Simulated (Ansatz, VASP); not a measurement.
**Two plane-wave programs on Si2C**

```
Si C
1.0
     3.48775    0.00000    0.00000
     0.00000    3.48775    0.00000
     0.00000    0.00000    2.91267
Si C
2 1
Direct
  0.50000 0.00000 0.50000
  0.00000 0.50000 0.50000
  0.00000 0.00000 0.00000
```

Alike in both runs: functional PBE; k mesh 6 × 6 × 6; occupations gaussian, width 0.1 eV; no spin polarisation.

Ansatz relaxed the structure, and its values are those at the end. VASP's run is a single point on that final structure, the one shown.

|  | VASP | Ansatz |
| --- | --- | --- |
| version | VASP 6.6.1 | Ansatz 0.2.0 |
| potentials or method | VASP PAW PBE potentials, release 64 (Si, C), cutoff 520 eV | scalar-relativistic, plane waves, PAW |
| valence electrons in the cell | 12 | 12 |

|  | VASP | Ansatz | Ansatz less VASP |
| --- | --- | --- | --- |
| gap on the k mesh at the Fermi level (eV) | none | none | - |
| pressure (GPa) | -0.1 | -0.1 | 0.00 |

A gap of «none» marks a metal or a gap that the smearing closes. With one functional, cell and mesh, what is left measures potentials, basis and numerics.
